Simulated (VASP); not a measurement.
Here is a VASP 6.6.1 calculation.

The input INCAR:

```
PREC = Accurate
ENCUT = 600
EDIFF = 1E-6
ISMEAR = 0
SIGMA = 0.05
LREAL = False
LASPH = True
NELM = 200
ALGO = Normal
ISIF = 2
LWAVE = False
LCHARG = True
ISPIN = 2
MAGMOM = 0.5
LORBIT = 11
LMAXMIX = 4
GGA = PE
LELF = True
LVHAR = True
NBANDS = 15
GGA_COMPAT = False
```

The input KPOINTS:

```
regular mesh
0
Gamma
  20 20 20
```

File POSCAR:

```
Ni
1.0
   -1.4005384135      1.4005384135      1.4005384135
    1.4005384135     -1.4005384135      1.4005384135
    1.4005384135      1.4005384135     -1.4005384135
Ni
1
Direct
    0.0000000000      0.0000000000      0.0000000000
```

Potentials or basis: VASP PAW PBE potentials, release 64 (Ni).

Command:

```console
$ cat potpaw_PBE.64/Ni/POTCAR > POTCAR
$ mpirun -np 1 vasp_std > vasp.out
```

Q: Predict the pressure.

A: -0.1 GPa.

Q: Predict the site moments.

A: Ni +0.59 μB.

Q: Predict the net moment.

A: 0.58 μB per cell.
